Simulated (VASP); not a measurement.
# Ta4C in VASP: notebook, part 2 of 2

VASP 6.6.1. The steps go on from the part before.

## (5) Relaxation of the atoms, PBE

INCAR reads:

```
PREC = Accurate ; ENCUT = 520
EDIFF = 1E-6 ; ISMEAR = 0
SIGMA = 0.1 ; LREAL = F
LASPH = T ; NELM = 60
ALGO = Normal ; ISIF = 2
LWAVE = F ; LCHARG = F
LDIPOL = T ; IDIPOL = 3
DIPOL = 0.5 0.5 0.353 ; GGA = PE
IBRION = 2 ; NSW = 36
EDIFFG = -0.025
```

KPOINTS reads:

```
Automatic mesh
0
Gamma
  8 8 1
```

POSCAR reads:

```
Ta4C
1.0
    3.3189671336      0.0000000000      0.0000000000
    0.0000000000      3.3189671336      0.0000000000
    0.0000000000      0.0000000000     20.2996557667
Ta C
4 1
Selective dynamics
Direct
    0.5000000000      0.5000000000      0.1970476764  F F F
    0.0000000000      0.0000000000      0.2787970216  F F F
    0.5000000000      0.5000000000      0.3599139024  F F F
    0.0000000000      0.0000000000      0.4334879304  F F F
    0.3750000000      0.3750000000      0.4935874717  F F T
```

Potentials or basis: VASP PAW PBE potentials, release 64 (Ta_pv, C).

The run is started by

```
cat potpaw_PBE.64/Ta_pv/POTCAR potpaw_PBE.64/C/POTCAR > POTCAR
mpirun -np 1 vasp_std > vasp.out
```

OUTCAR:

```text
PREC = Accurate
   ENCUT = 520
   EDIFF = 1E-6
   ISMEAR = 0
   LREAL = F
   LASPH = T
   NELM = 60
   ISIF = 2
   GGA = PE
   IBRION = 2
   NSW = 36
   EDIFFG = -0.025

 ion  position               nearest neighbor table
   1  0.500  0.500  0.197-   2 2.87   2 2.87   2 2.87   2 2.87   3 3.31
   2  0.000  0.000  0.279-   3 2.87   3 2.87   3 2.87   3 2.87   1 2.87   1 2.87   1 2.87   1 2.87
                             4 3.14
   3  0.500  0.500  0.360-   5 2.78   4 2.78   4 2.78   4 2.78   4 2.78   2 2.87   2 2.87   2 2.87
                             2 2.87   1 3.31
   4  0.000  0.000  0.433-   5 2.14   5 2.71   5 2.71   3 2.78   3 2.78   3 2.78   3 2.78   2 3.14

   5  0.375  0.375  0.494-   4 2.14   4 2.71   4 2.71   3 2.78

  LATTYP: Found a simple tetragonal cell.
 ALAT       =     3.3189671336
 C/A-ratio  =     6.1162569407

  Lattice vectors:

 A1 = (   3.3189671336,   0.0000000000,   0.0000000000)
 A2 = (   0.0000000000,   3.3189671336,   0.0000000000)
 A3 = (   0.0000000000,   0.0000000000,  20.2996557667)

Analysis of symmetry for initial positions (statically):
=====================================================================
 Subroutine PRICEL returns:
 Original cell was already a primitive cell.

 Routine SETGRP: Setting up the symmetry group for a
 simple tetragonal supercell.

 Subroutine GETGRP returns: Found  2 space group operations
[... 303 lines left out ...]

 number of electron      47.9999995 magnetization

------------------------ aborting loop because EDIFF is reached ----------------------------------------
[... 73 lines left out ...]
--------------------------------------- Ionic step       16  -------------------------------------------

 number of electron      47.9999995 magnetization

 dipolmoment           0.000000      0.000000      0.058669 electrons x Angstroem

 Free energy of the ion-electron system (eV)
  ---------------------------------------------------
  ext. energy  EPLUGINS =         0.00000000
  ---------------------------------------------------
  free energy    TOTEN  =       -52.35089331 eV

  energy without entropy =      -52.32334829  energy(sigma->0) =      -52.33712080

 E-fermi :  -0.7603     XC(G=0):  -5.4148

 val. band max:       -0.7658134659   @ k =  -0.2500   0.3750   0.0000
 cond. band min:      -0.7588310441   @ k =   0.5000   0.0000   0.0000
 fundamental gap:      0.0069824218
 Fermi energy:        -0.7602623295

 k-point     1 :       0.0000    0.0000    0.0000
  band No.  band energies     occupation
      1     -35.5871      2.00000
      2     -35.4248      2.00000
      3     -35.4168      2.00000
      4     -35.2728      2.00000
      5     -35.1162      2.00000
      6     -35.1095      2.00000
[... 640 lines left out ...]
     27       1.3990      0.00000
     28       1.7298      0.00000

------------------------ aborting loop because EDIFF is reached ----------------------------------------

 vacuum level on the upper side and lower side of the slab       (xc-potential included)         0.468        -0.538

  FORCE on cell =-STRESS in cart. coord.  units (eV):
  Direction    XX          YY          ZZ          XY          YZ          ZX
  --------------------------------------------------------------------------------------
  -------------------------------------------------------------------------------------
  Total       -0.3994069     -0.3994069      1.7321740      4.5893585      1.7245148      1.7245152
  in kB       -2.8617490     -2.8617490     12.4110212     32.8827396     12.3561434     12.3561458
  external PRESSURE =       2.2291744 kB  Pullay stress =       0.0000000 kB
[... 20 lines left out ...]
  FREE ENERGIE OF THE ION-ELECTRON SYSTEM (eV)
  ---------------------------------------------------
  free  energy   TOTEN  =       -52.3508933089 eV

  energy  without entropy=      -52.3233482929  energy(sigma->0) =      -52.33712080

 reached required accuracy - stopping structural energy minimisation

 vacuum level on the upper side and lower side of the slab         4.272         3.215
```

OSZICAR:

```text
N       E                     dE             d eps       ncg     rms          rms(c)
DAV:   1     0.355146881354E+03    0.35515E+03   -0.26659E+04  1528   0.148E+03
DAV:   2    -0.361263593746E+02   -0.39127E+03   -0.38432E+03  1424   0.367E+02
DAV:   3    -0.558383497134E+02   -0.19712E+02   -0.18869E+02  1464   0.702E+01
[... 135 lines left out ...]
       N       E                     dE             d eps       ncg     rms          rms(c)
DAV:   1    -0.523508899558E+02   -0.56512E-04   -0.83219E-03  1176   0.441E-01    0.268E-02
DAV:   2    -0.523508973755E+02   -0.74197E-05   -0.12110E-04  1464   0.532E-02    0.159E-02
DAV:   3    -0.523509345262E+02   -0.37151E-04   -0.15129E-04  1568   0.868E-02    0.274E-02
DAV:   4    -0.523508928933E+02    0.41633E-04   -0.10749E-04  1560   0.710E-02    0.462E-03
DAV:   5    -0.523508933089E+02   -0.41560E-06   -0.52807E-06  1244   0.115E-02
  16 F= -.52350893E+02 E0= -.52337121E+02  d E =-.161238E-03
```

CONTCAR:

```text
Ta4C
   1.00000000000000
     3.3189671336000002    0.0000000000000000    0.0000000000000000
     0.0000000000000000    3.3189671336000002    0.0000000000000000
     0.0000000000000000    0.0000000000000000   20.2996557666999990
  Ta              C
     4     1
Selective dynamics
Direct
     0.5000000000000000    0.5000000000000000    0.1970476763999969   F   F   F
     0.0000000000000000    0.0000000000000000    0.2787970215999991   F   F   F
     0.5000000000000000    0.5000000000000000    0.3599139024000024   F   F   F
     0.0000000000000000    0.0000000000000000    0.4334879303999983   F   F   F
     0.3750000000000000    0.3750000000000000    0.4639936973653160   F   F   T

  0.00000000E+00  0.00000000E+00  0.00000000E+00
  0.00000000E+00  0.00000000E+00  0.00000000E+00
  0.00000000E+00  0.00000000E+00  0.00000000E+00
  0.00000000E+00  0.00000000E+00  0.00000000E+00
  0.00000000E+00  0.00000000E+00  0.00000000E+00
```

Wall time 16 min (1 thread of Intel Xeon Platinum 8488C (Sapphire Rapids), shared host); peak memory 0.42 GiB.

What came out:

```
Free energy               : -52.3509 eV
Energy gained by relaxing : 277.0 meV/atom
Ionic steps               : 16
Band gap on the k mesh    : zero (bands 24 and 25 overlap by 0.55 eV)
```

Step by step:
| step | energy change (eV) | largest force on free atoms (eV/Å) | pressure (GPa) |
| --- | --- | --- | --- |
| 1 | 0.0000 | 3.8011 | -3.70 |
| 2 | -0.6403 | 3.1178 | -2.92 |
| 3 | -1.3841 | 0.1265 | 0.36 |
| 4 | -1.3846 | 0.0672 | 0.18 |
| 5 | -1.3846 | 0.0662 | 0.18 |
| 6 | -1.3846 | 0.0633 | 0.19 |
| 7 | -1.3846 | 0.0634 | 0.19 |
| 8 | -1.3846 | 0.0632 | 0.19 |
| 9 | -1.3846 | 0.0630 | 0.19 |
| 10 | -1.3846 | 0.0628 | 0.19 |
| 11 | -1.3846 | 0.0621 | 0.19 |
| 12 | -1.3846 | 0.0608 | 0.19 |
| 13 | -1.3846 | 0.0582 | 0.19 |
| 14 | -1.3847 | 0.0529 | 0.20 |
| 15 | -1.3847 | 0.0412 | 0.20 |
| 16 | -1.3848 | 0.0191 | 0.22 |

Final structure:
```
CELL_PARAMETERS angstrom
3.31897 0.00000 0.00000
0.00000 3.31897 0.00000
0.00000 0.00000 20.29966
ATOMIC_POSITIONS crystal
Ta 0.50000 0.50000 0.19705
Ta 0.00000 0.00000 0.27880
Ta 0.50000 0.50000 0.35991
Ta 0.00000 0.00000 0.43349
C 0.37500 0.37500 0.46399
```

Caveat: spin-orbit coupling is left out, which moves the levels of the heavy elements.

## (6) Relaxation of the atoms, PBE

INCAR reads:

```
SYSTEM = Ta4C
PREC = Accurate
ENCUT = 520
EDIFF = 1E-6
ISMEAR = 0
SIGMA = 0.1
LREAL = .FALSE.
LASPH = .TRUE.
NELM = 80
ALGO = Normal
ISIF = 2
LWAVE = .FALSE.
LCHARG = .FALSE.
LDIPOL = .TRUE.
IDIPOL = 3
DIPOL = 0.5 0.5 0.357
GGA = PE
IBRION = 2
NSW = 36
EDIFFG = -0.025
```

KPOINTS reads:

```
regular mesh
0
G
  8 8 1
  0 0 0
```

POSCAR, as its differences from that of step 5:

```diff
@@ -13,2 +13,2 @@
     0.0000000000      0.0000000000      0.4334879304  F F F
-    0.3750000000      0.3750000000      0.4935874717  F F T
+    0.2500000000      0.2500000000      0.5162479545  F F T
```

Potentials or basis: VASP PAW PBE potentials, release 64 (Ta_pv, C).

The run is started by

```
cat potpaw_PBE.64/Ta_pv/POTCAR potpaw_PBE.64/C/POTCAR > POTCAR
mpirun -np 1 vasp_std > vasp.out
```

OUTCAR:

```text
SYSTEM = Ta4C
   PREC = Accurate
   ENCUT = 520
   EDIFF = 1E-6
   ISMEAR = 0
   LREAL = .FALSE.
   LASPH = .TRUE.
   NELM = 80
   ISIF = 2
   GGA = PE
   IBRION = 2
   NSW = 36
   EDIFFG = -0.025

 ion  position               nearest neighbor table
   1  0.500  0.500  0.197-   2 2.87   2 2.87   2 2.87   2 2.87   3 3.31
   2  0.000  0.000  0.279-   3 2.87   3 2.87   3 2.87   3 2.87   1 2.87   1 2.87   1 2.87   1 2.87
                             4 3.14
   3  0.500  0.500  0.360-   4 2.78   4 2.78   4 2.78   4 2.78   2 2.87   2 2.87   2 2.87   2 2.87
                             1 3.31
   4  0.000  0.000  0.433-   5 2.05   3 2.78   3 2.78   3 2.78   3 2.78   2 3.14
   5  0.250  0.250  0.516-   4 2.05

  LATTYP: Found a simple tetragonal cell.
 ALAT       =     3.3189671336
 C/A-ratio  =     6.1162569407

  Lattice vectors:

 A1 = (   3.3189671336,   0.0000000000,   0.0000000000)
 A2 = (   0.0000000000,   3.3189671336,   0.0000000000)
 A3 = (   0.0000000000,   0.0000000000,  20.2996557667)
[... 201 lines left out ...]
  --------------------------------------------------------------------------------------
  -------------------------------------------------------------------------------------
  Total       -4.1320552     -4.1320552     -4.4963457     -0.4402787      0.2289571      0.2289610
  in kB      -29.6061623    -29.6061623    -32.2163030     -3.1545952      1.6404767      1.6405050
  external PRESSURE =     -30.4762092 kB  Pullay stress =       0.0000000 kB
[... 182 lines left out ...]
--------------------------------------- Ionic step        6  -------------------------------------------

 number of electron      47.9999996 magnetization

 dipolmoment           0.000000      0.000000      0.142476 electrons x Angstroem

 Free energy of the ion-electron system (eV)
  ---------------------------------------------------
  ext. energy  EPLUGINS =         0.00000000
  ---------------------------------------------------
  free energy    TOTEN  =       -49.67110292 eV

  energy without entropy =      -49.65428872  energy(sigma->0) =      -49.66269582

 E-fermi :  -1.1262     XC(G=0):  -5.5855

 val. band max:       -1.1653008015   @ k =   0.3750   0.3750   0.0000
 cond. band min:      -1.1173319783   @ k =  -0.2500   0.2500   0.0000
 fundamental gap:      0.0479688233
 Fermi energy:        -1.1262314154

 k-point     1 :       0.0000    0.0000    0.0000
  band No.  band energies     occupation
      1     -36.1222      2.00000
      2     -35.9355      2.00000
      3     -35.9180      2.00000
      4     -35.3706      2.00000
      5     -35.3187      2.00000
      6     -35.2773      2.00000
[... 640 lines left out ...]
     27       0.9101      0.00000
     28       0.9674      0.00000

------------------------ aborting loop because EDIFF is reached ----------------------------------------

 vacuum level on the upper side and lower side of the slab       (xc-potential included)         0.997        -1.350

  FORCE on cell =-STRESS in cart. coord.  units (eV):
  Direction    XX          YY          ZZ          XY          YZ          ZX
  --------------------------------------------------------------------------------------
  -------------------------------------------------------------------------------------
  Total       -2.0927927     -2.0927927     -0.1610765      0.9603801      2.6548161      2.6548191
  in kB      -14.9948535    -14.9948535     -1.1541126      6.8811206     19.0217489     19.0217704
  external PRESSURE =     -10.3812732 kB  Pullay stress =       0.0000000 kB
[... 20 lines left out ...]
  FREE ENERGIE OF THE ION-ELECTRON SYSTEM (eV)
  ---------------------------------------------------
  free  energy   TOTEN  =       -49.6711029172 eV

  energy  without entropy=      -49.6542887232  energy(sigma->0) =      -49.66269582

 reached required accuracy - stopping structural energy minimisation

 vacuum level on the upper side and lower side of the slab         5.063         2.652
```

OSZICAR:

```text
N       E                     dE             d eps       ncg     rms          rms(c)
DAV:   1     0.353363058442E+03    0.35336E+03   -0.26620E+04  1528   0.148E+03
DAV:   2    -0.337317706477E+02   -0.38709E+03   -0.38024E+03  1420   0.366E+02
DAV:   3    -0.535781381366E+02   -0.19846E+02   -0.18810E+02  1492   0.694E+01
DAV:   4    -0.546265661397E+02   -0.10484E+01   -0.10164E+01  1676   0.133E+01
[... 90 lines left out ...]
DAV:   2    -0.496711726772E+02   -0.72563E-04   -0.40390E-04  1632   0.129E-01    0.417E-02
DAV:   3    -0.496711226242E+02    0.50053E-04   -0.44655E-04  1664   0.137E-01    0.264E-02
DAV:   4    -0.496711091807E+02    0.13444E-04   -0.13788E-04  1512   0.733E-02    0.191E-02
DAV:   5    -0.496711029258E+02    0.62549E-05   -0.31354E-05  1300   0.323E-02    0.559E-03
DAV:   6    -0.496711029172E+02    0.86156E-08   -0.33694E-06  1160   0.126E-02
   6 F= -.49671103E+02 E0= -.49662696E+02  d E =-.415388E-04
```

It took 21 min on 1 thread of Intel Xeon Platinum 8488C (Sapphire Rapids), shared host; peak memory 0.42 GiB.

Results:

| Quantity | Value |
| --- | --- |
| Free energy | -49.6711 eV |
| Energy gained by relaxing | 80.5 meV/atom |
| Ionic steps | 6 |
| Band gap on the k mesh | zero (bands 24 and 25 overlap by 0.59 eV) |

The path:
| step | energy change (eV) | largest force on free atoms (eV/Å) | pressure (GPa) |
| --- | --- | --- | --- |
| 1 | 0.0000 | 2.5751 | -3.05 |
| 2 | -0.2713 | 1.7104 | -2.29 |
| 3 | -0.4015 | 0.1655 | -0.93 |
| 4 | -0.4022 | 0.0447 | -1.07 |
| 5 | -0.4023 | 0.0370 | -1.02 |
| 6 | -0.4023 | 0.0019 | -1.04 |

Final structure:
```
CELL_PARAMETERS angstrom
3.31897 0.00000 0.00000
0.00000 3.31897 0.00000
0.00000 0.00000 20.29966
ATOMIC_POSITIONS crystal
Ta 0.50000 0.50000 0.19705
Ta 0.00000 0.00000 0.27880
Ta 0.50000 0.50000 0.35991
Ta 0.00000 0.00000 0.43349
C 0.25000 0.25000 0.50320
```

Levels at points of the mesh, in eV from the Fermi level:
| k point | band 20 | band 21 | band 22 | band 23 | band 24 | band 25 | band 26 | band 27 | band 28 |
| --- | --- | --- | --- | --- | --- | --- | --- | --- | --- |
| (0.00, 0.00, 0.00) | -1.26 | -0.67 | -0.16 | 0.31 | 0.32 | 0.50 | 0.60 | 1.00 | 1.46 |
| (0.50, 0.00, 0.00) | -1.47 | -1.37 | -0.94 | -0.53 | -0.15 | 0.24 | 0.74 | 0.80 | 1.16 |
| (0.50, 0.50, 0.00) | -1.92 | -1.66 | -1.37 | -0.89 | -0.07 | 0.12 | 0.87 | 2.04 | 2.09 |

Caveat: spin-orbit coupling is left out, which moves the levels of the heavy elements.

## (7) Relaxation of the atoms, PBE

INCAR reads:

```
SYSTEM = Ta4C
PREC     = Accurate       ! precision mode
ENCUT    = 520            ! plane-wave cutoff, eV
EDIFF    = 1E-6           ! SCF threshold, eV
ISMEAR   = 0              ! smearing method
SIGMA    = 0.1            ! smearing width, eV
LREAL    = .False.        ! projectors in reciprocal space
LASPH    = .True.         ! aspherical terms in the spheres
NELM     = 80             ! most SCF steps
ALGO     = Fast           ! electronic algorithm
ISIF     = 2              ! what is computed and relaxed
LWAVE    = .False.        ! write WAVECAR
LCHARG   = .False.        ! write CHGCAR
LDIPOL   = .True.       
IDIPOL   = 3            
DIPOL    = 0.5 0.5 0.359
GGA      = PE             ! functional
IBRION   = 2              ! ionic algorithm
NSW      = 36             ! ionic steps
EDIFFG   = -0.025         ! ionic threshold
```

KPOINTS reads:

```
regular mesh
0
Gamma
  8 8 1
  0 0 0
```

POSCAR, as its differences from that of step 6:

```diff
@@ -13,2 +13,2 @@
     0.0000000000      0.0000000000      0.4334879304  F F F
-    0.2500000000      0.2500000000      0.5162479545  F F T
+    0.1250000000      0.1250000000      0.5270855767  F F T
```

The run is started by

```
cat potpaw_PBE.64/Ta_pv/POTCAR potpaw_PBE.64/C/POTCAR > POTCAR
mpirun -np 1 vasp_std > vasp.out
```

It took 21 min on 1 thread of Oxide Virtual Turin-like, shared host; peak memory 0.4 GiB.

It converged, with:

| Quantity | Value |
| --- | --- |
| Free energy | -48.5810 eV |
| Energy gained by relaxing | 11.7 meV/atom |
| Ionic steps | 5 |
| Band gap on the k mesh | zero (bands 24 and 25 overlap by 0.65 eV) |

Step by step:
| step | energy change (eV) | largest force on free atoms (eV/Å) | pressure (GPa) |
| --- | --- | --- | --- |
| 1 | 0.0000 | 1.1473 | -2.32 |
| 2 | -0.0506 | 0.4785 | -1.85 |
| 3 | -0.0569 | 0.2149 | -1.68 |
| 4 | -0.0541 | 0.3854 | -1.30 |
| 5 | -0.0583 | 0.0112 | -1.55 |

Final structure:
```
CELL_PARAMETERS angstrom
3.31897 0.00000 0.00000
0.00000 3.31897 0.00000
0.00000 0.00000 20.29966
ATOMIC_POSITIONS crystal
Ta 0.50000 0.50000 0.19705
Ta 0.00000 0.00000 0.27880
Ta 0.50000 0.50000 0.35991
Ta 0.00000 0.00000 0.43349
C 0.12500 0.12500 0.52284
```

Levels at points of the mesh, in eV from the Fermi level:
```
           k point  band 21  band 22  band 23  band 24  band 25  band 26  band 27  band 28
(0.00, 0.00, 0.00)    -0.17    -0.15     0.32     0.32     0.44     0.51     0.65     1.20
(0.50, 0.00, 0.00)    -1.37    -0.86    -0.48     0.00     0.38     0.76     1.13     1.22
(0.50, 0.50, 0.00)    -1.49    -1.16    -0.93    -0.24     0.23     0.74     2.04     2.07
```

Caveat: spin-orbit coupling is left out, which moves the levels of the heavy elements.

## (8) Summary

```tsv
task	cell	atoms held fixed (from 0)	gap on the mesh (eV)	largest force (eV/Å)
single point	as given, atomic positions A	-	none	3.34
single point	as given, atomic positions B	-	none	1.87
single point	as given, atomic positions C	-	none	5.25
relaxation of the atoms	atoms relaxed, atomic positions D	[0, 1, 2, 3, 4]	none	-
relaxation of the atoms	atoms relaxed, atomic positions E	[0, 1, 2, 3, 4]	none	-
relaxation of the atoms	atoms relaxed, atomic positions F	[0, 1, 2, 3, 4]	none	-
```

Alike in all rows: level PBE; potentials or basis VASP PAW PBE potentials, release 64 (Ta_pv, C); no spin polarisation; k mesh 8 × 8 × 1; cutoff (eV) 520; smearing gaussian 0.1 eV.

Caveats: spin-orbit coupling is left out, which moves the levels of the heavy elements.

Total energies depend on the potentials used, so only differences within one code and one set of settings carry meaning.
